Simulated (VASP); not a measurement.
# ZnSe (P1) in VASP: single point with PBE

Aim: the single point of ZnSe with PBE.

All numbers are computed with VASP 6.6.1; they aren't measurements. Logs are shortened: lines on timing, memory, paths and dates and some standing lists are left out, and cuts for length are marked.

### Step 1. The cell of the first run

The typed cell holds 32 atoms: a = 9.928 Å, b = 9.928 Å, c = 9.928 Å, α = 109.47°, β = 109.47°, γ = 109.47°.

### Step 2. Single point, PBE

The input, INCAR:

```
ALGO     = Normal         # electronic algorithm
EDIFF    = 1E-6           # SCF threshold, eV
ENCUT    = 500            # plane-wave cutoff, eV
GGA      = PE             # functional
GGA_COMPAT= F            
ISIF     = 2              # what is computed and relaxed
ISMEAR   = 0              # smearing method
KPAR     = 2            
LASPH    = T              # aspherical terms in the spheres
LCHARG   = F              # write CHGCAR
LREAL    = Auto         
LWAVE    = F              # write WAVECAR
NBANDS   = 166            # bands
NCORE    = 2            
NELM     = 120            # most SCF steps
PREC     = Accurate       # precision mode
SIGMA    = 0.02           # smearing width, eV
```

The input, KPOINTS:

```
Automatic mesh
0
Gamma
  2 2 2
  0.5 0.5 0.5
```

The input, POSCAR:

```
ZnSe
1.0
    5.7317610629     -5.7317610629      5.7317610629
   -5.7317610629      5.7317610629      5.7317610629
   -5.7317610629     -5.7317610629     -5.7317610629
Zn Se
16 16
Direct
    0.2495824709      0.7498763029     -0.0005025823
    0.4999631824      0.7505363337      0.7495683127
    0.7492451878      0.7498524161      0.4992805382
    0.0002345159      0.0004222575      0.9993519392
    0.2495128188     -0.0000457417      0.7491951674
   -0.0000103798      0.7507140751      0.2495743123
    0.7495140644      0.2500525847     -0.0005675330
    0.5000183391      0.0008977432      0.4994893956
    0.7497149027      0.0004138091      0.2494030356
   -0.0005571064      0.2499941491      0.7493325614
    0.5001081155      0.5004834456     -0.0006477477
    0.2493909892      0.2502202076      0.4997727932
    0.7498682005      0.5003167706      0.7495685274
    0.4997004741      0.2503138846      0.2494793822
    0.0000535798      0.5005467999      0.4995053460
    0.2496353800      0.5002527451      0.2494267097
    0.2499699110      0.0000774394     -0.0005818957
    0.4996599656      0.0003106360      0.7492828609
    0.7495941899      0.0000741703      0.4992849959
   -0.0003541300      0.2502335622     -0.0005431905
    0.2496840507      0.2502388602      0.7497077851
   -0.0002665791      0.0004799287      0.2493194644
    0.7500543518      0.5003982900     -0.0003742605
    0.4995842193      0.2505910242      0.4995552166
    0.7497913247      0.2504809007      0.2496135879
   -0.0003017899      0.5000998131      0.7493349466
    0.4997870998      0.7503555499     -0.0005498539
    0.2499244915      0.5004133971      0.4995884593
    0.7498887895      0.7503372463      0.7495827165
    0.4994942226      0.5001000187      0.2491319416
   -0.0005315548      0.7502324664      0.4992755516
    0.2499359393      0.7504829942      0.2497092651
```

Potentials or basis: VASP PAW PBE potentials, release 64 (Zn, Se).

Started as:

```
cat potpaw_PBE.64/Zn/POTCAR potpaw_PBE.64/Se/POTCAR > POTCAR
mpirun -np 4 vasp_std > vasp.out
```

OUTCAR:

```text
EDIFF = 1E-6
   ENCUT = 500
   GGA = PE
   ISIF = 2
   ISMEAR = 0
   LASPH = T
   LREAL = Auto
   NELM = 120
   PREC = Accurate

 ion  position               nearest neighbor table
   1  0.250  0.750  0.999-  32 2.48  26 2.48  27 2.48  17 2.48
   2  0.500  0.751  0.750-  18 2.48  29 2.48  27 2.48  28 2.48
   3  0.749  0.750  0.499-  30 2.48  29 2.48  31 2.48  19 2.48
   4  0.000  0.000  0.999-  17 2.48  20 2.48  29 2.48  22 2.48
   5  0.250  1.000  0.749-  31 2.48  18 2.48  17 2.48  21 2.48
   6  1.000  0.751  0.250-  22 2.48  32 2.48  31 2.48  23 2.48
[... 24 lines left out ...]
  31  0.999  0.750  0.499-   5 2.48  15 2.48   6 2.48   3 2.48
  32  0.250  0.750  0.250-   1 2.48   6 2.48  16 2.48   8 2.48

  LATTYP: Found a body centered cubic cell.
 ALAT       =    11.4635221258

  Lattice vectors:

 A1 = (   5.7317610629,  -5.7317610629,   5.7317610629)
 A2 = (  -5.7317610629,   5.7317610629,   5.7317610629)
 A3 = (  -5.7317610629,  -5.7317610629,  -5.7317610629)

Analysis of symmetry for initial positions (statically):
=====================================================================
 Subroutine PRICEL returns:
 Original cell was already a primitive cell.

 Routine SETGRP: Setting up the symmetry group for a
 body centered cubic supercell.

 Subroutine GETGRP returns: Found  1 space group operations
 (whereof  1 operations were pure point group operations)
 out of a pool of 48 trial point group operations.

The static configuration has the point symmetry C_1 .

Analysis of symmetry for dynamics (positions and initial velocities):
=====================================================================
 Subroutine PRICEL returns:
 Original cell was already a primitive cell.

 Routine SETGRP: Setting up the symmetry group for a
 body centered cubic supercell.

 Subroutine GETGRP returns: Found  1 space group operations
 (whereof  1 operations were pure point group operations)
 out of a pool of 48 trial point group operations.

The dynamic configuration has the point symmetry C_1 .

 Subroutine INISYM returns: Found  1 space group operations
 (whereof  1 operations are pure point group operations),
 and found     1 'primitive' translations

----------------------------------------------------------------------------------------

                                     Primitive cell

  volume of cell :     753.2241
[... 132 lines left out ...]
   IBRION =     -1    ionic relax: 0-MD 1-quasi-New 2-CG
   NFREE  =      0    steps in history (QN), initial steepest desc. (CG)
   ISIF   =      2    stress and relaxation
   ISYM   =      2    0-nonsym 1-usesym 2-fastsym
   POTIM  = 0.5000    time-step for ionic-motion
   TEBEG  =    0.0;   TEEND  =   0.0 temperature during run
   PSTRESS=    0.0 pullay stress
   NELECT =     288.0000    total number of electrons
   NUPDOWN=      -1.0000    fix difference up-down
   EMIN   =  10.00;   EMAX   =-10.00  energy-range for DOS
   EFERMI =   0.00;   METHOD = LEGACY
   ISMEAR =     0;   SIGMA  =   0.02  broadening in eV -4-tet -1-fermi 0-gaus
   EFERMI_NEDOS =   21; number of points for ismear=-14 and -15
   IALGO  =     38    algorithm
   IMIX   =      4    mixing-type and parameters
     AMIX     =   0.40;   BMIX     =  1.00
     AMIX_MAG =   1.60;   BMIX_MAG =  1.00
  volume/ion in A,a.u.               =      23.54       158.84
  Fermi-wavevector in a.u.,A,eV,Ry     =   1.188222  2.245414 19.209678  1.411871
  Thomas-Fermi vector in A             =   2.324356
   LORBIT       =      0    0 simple, 1 ext, 2 COOP (PROOUT), +10 PAW based schemes
   GGA     = PE    functional components
   LHFCALC =     F    Hartree Fock is set to
   AEXX    =    0.0000 exact exchange contribution
   IVDW    =     0    specifies the selected vdW correction
   LEPSILON=     F    determine dielectric tensor
   LRPA    =     F    only Hartree local field effects (RPA)
 non-spin polarized calculation
 Gauss-broadening in eV      SIGMA  =   0.02
  energy-cutoff  :      500.00
  volume of cell :      753.22
 maximum number of plane-waves:     19176
   NGX = 37   NGY = 37   NGZ = 37

 number of electron     287.9999774 magnetization

 Free energy of the ion-electron system (eV)
  ---------------------------------------------------
  ext. energy  EPLUGINS =         0.00000000
  ---------------------------------------------------
  free energy    TOTEN  =       -96.55862543 eV

  energy without entropy =      -96.55862543  energy(sigma->0) =      -96.55862543

 E-fermi :   1.0270     XC(G=0):  -9.1686

 val. band max:        0.9307497817   @ k =  -0.2500   0.2500   0.2500
 cond. band min:       3.9090156310   @ k =   0.2500   0.2500  -0.2500
 fundamental gap:      2.9782658493
 Fermi energy:         1.0270367083

 k-point     1 :       0.2500    0.2500    0.2500
  band No.  band energies     occupation
      1     -11.3824      2.00000
      2     -11.3823      2.00000
      3     -11.3820      2.00000
      4     -11.3820      2.00000
      5     -10.8717      2.00000
      6     -10.8716      2.00000
[... 625 lines left out ...]
    155       5.3276      0.00000
    156       5.3283      0.00000
 [bands above 156 left out]

------------------------ aborting loop because EDIFF is reached ----------------------------------------

  FORCE on cell =-STRESS in cart. coord.  units (eV):
  Direction    XX          YY          ZZ          XY          YZ          ZX
  --------------------------------------------------------------------------------------
  -------------------------------------------------------------------------------------
  Total        1.0798444      1.1030708      1.0884829     -0.0060746     -0.0086947     -0.0041121
  in kB        2.2969289      2.3463335      2.3153038     -0.0129213     -0.0184943     -0.0087469
  external PRESSURE =       2.3195221 kB  Pullay stress =       0.0000000 kB

 VOLUME and BASIS-vectors are now :
 -----------------------------------------------------------------------------
  energy-cutoff  :      500.00
  volume of cell :      753.22
      direct lattice vectors                 reciprocal lattice vectors
     5.731761063 -5.731761063  5.731761063     0.000000000 -0.087233225  0.087233225
    -5.731761063  5.731761063  5.731761063    -0.087233225  0.000000000  0.087233225
    -5.731761063 -5.731761063 -5.731761063    -0.087233225 -0.087233225  0.000000000

 POSITION                                       TOTAL-FORCE (eV/Angst)
 -----------------------------------------------------------------------------------
     -8.59645     -2.86132     -0.00022        -0.000214      0.000682      0.005062
     -5.73257     -2.86012      2.87122         0.001143      0.000586     -0.002428
     -2.86524     -2.85828      5.73071        -0.000729     -0.000903      0.005825
     -5.72912     -5.72697     -5.72428        -0.004368      0.001962     -0.006429
     -8.59556      0.00714      2.86744        -0.004139     -0.001929      0.002204
     -0.00171     -2.85929      8.60411         0.001291      0.000066     -0.003929
[... 24 lines left out ...]
     -1.43317     -4.29029      7.16714        -0.000244      0.000130      0.000761
     -4.30029      1.43774      4.30289         0.000340      0.001331     -0.001565
 -----------------------------------------------------------------------------------
    total drift:                               -0.000850      0.010055      0.012032

  FREE ENERGIE OF THE ION-ELECTRON SYSTEM (eV)
  ---------------------------------------------------
  free  energy   TOTEN  =       -96.5586254297 eV

  energy  without entropy=      -96.5586254297  energy(sigma->0) =      -96.55862543
```

OSZICAR:

```text
N       E                     dE             d eps       ncg     rms          rms(c)
DAV:   1     0.262224030683E+04    0.26222E+04   -0.12213E+05  1328   0.192E+03
DAV:   2     0.380428675917E+03   -0.22418E+04   -0.21758E+04  1328   0.481E+02
DAV:   3    -0.642227365259E+02   -0.44465E+03   -0.42658E+03  1442   0.184E+02
DAV:   4    -0.100350640585E+03   -0.36128E+02   -0.35793E+02  1504   0.507E+01
DAV:   5    -0.101162979111E+03   -0.81234E+00   -0.80720E+00  1472   0.714E+00    0.180E+01
DAV:   6    -0.965231681270E+02    0.46398E+01   -0.11160E+01  1864   0.351E+01    0.138E+01
DAV:   7    -0.966159207206E+02   -0.92753E-01   -0.11032E+01  1480   0.683E+00    0.501E+00
DAV:   8    -0.965545122219E+02    0.61408E-01   -0.76323E-01  1656   0.516E+00    0.180E+00
DAV:   9    -0.965567990305E+02   -0.22868E-02   -0.12694E-01  1562   0.296E+00    0.355E-01
DAV:  10    -0.965571357768E+02   -0.33675E-03   -0.15497E-02  1456   0.121E+00    0.226E-01
DAV:  11    -0.965581937486E+02   -0.10580E-02   -0.55628E-03  1640   0.474E-01    0.115E-01
DAV:  12    -0.965585890412E+02   -0.39529E-03   -0.23094E-03  1440   0.257E-01    0.369E-02
DAV:  13    -0.965586095420E+02   -0.20501E-04   -0.35877E-04  1720   0.137E-01    0.221E-02
DAV:  14    -0.965586240591E+02   -0.14517E-04   -0.12297E-04  1424   0.613E-02    0.127E-02
DAV:  15    -0.965586274574E+02   -0.33983E-05   -0.79043E-05  1744   0.538E-02    0.106E-02
DAV:  16    -0.965586263595E+02    0.10980E-05   -0.14969E-05  1416   0.158E-02    0.589E-03
DAV:  17    -0.965586254297E+02    0.92971E-06   -0.67807E-06  1312   0.119E-02
   1 F= -.96558625E+02 E0= -.96558625E+02  d E =-.139889E-11
```

It took 7.5 min on 4 MPI ranks of Intel Xeon Platinum 8375C at 2.90GHz (Ice Lake), shared host; peak memory 0.53 GiB.

Results:

* Free energy: -96.5586 eV
* Pressure: 0.2 GPa
* Largest force: 0.009 eV/Å
* Band gap on the k mesh: 2.98 eV

Forces in eV/Å, atoms in the order of the input:
```
Zn   0.000  0.001  0.005
Zn   0.001  0.001 -0.002
Zn  -0.001 -0.001  0.006
Zn  -0.004  0.002 -0.006
Zn  -0.004 -0.002  0.002
Zn   0.001  0.000 -0.004
Zn  -0.002 -0.001  0.004
Zn   0.002 -0.002 -0.008
Zn   0.000 -0.002 -0.001
Zn  -0.001 -0.002  0.003
Zn  -0.002  0.001 -0.007
Zn   0.004  0.001  0.007
Zn   0.000  0.001 -0.001
Zn   0.000 -0.001 -0.001
Zn  -0.002  0.001 -0.005
Zn  -0.001 -0.001  0.000
Se   0.000  0.001 -0.001
Se   0.001  0.000  0.002
Se   0.001 -0.001  0.003
Se  -0.001  0.001  0.001
Se   0.001 -0.001  0.002
Se   0.000 -0.002 -0.002
Se   0.002  0.002 -0.001
Se   0.001  0.000  0.001
Se   0.001 -0.001 -0.001
Se   0.000  0.002  0.002
Se   0.001  0.002  0.000
Se   0.001  0.000  0.000
Se  -0.001  0.001  0.001
Se   0.000  0.000  0.001
Se   0.000  0.000  0.001
Se   0.000  0.001 -0.002
```

Caveat: a shifted mesh leaves out Γ, where band edges can lie. A k mesh can miss the band edges.
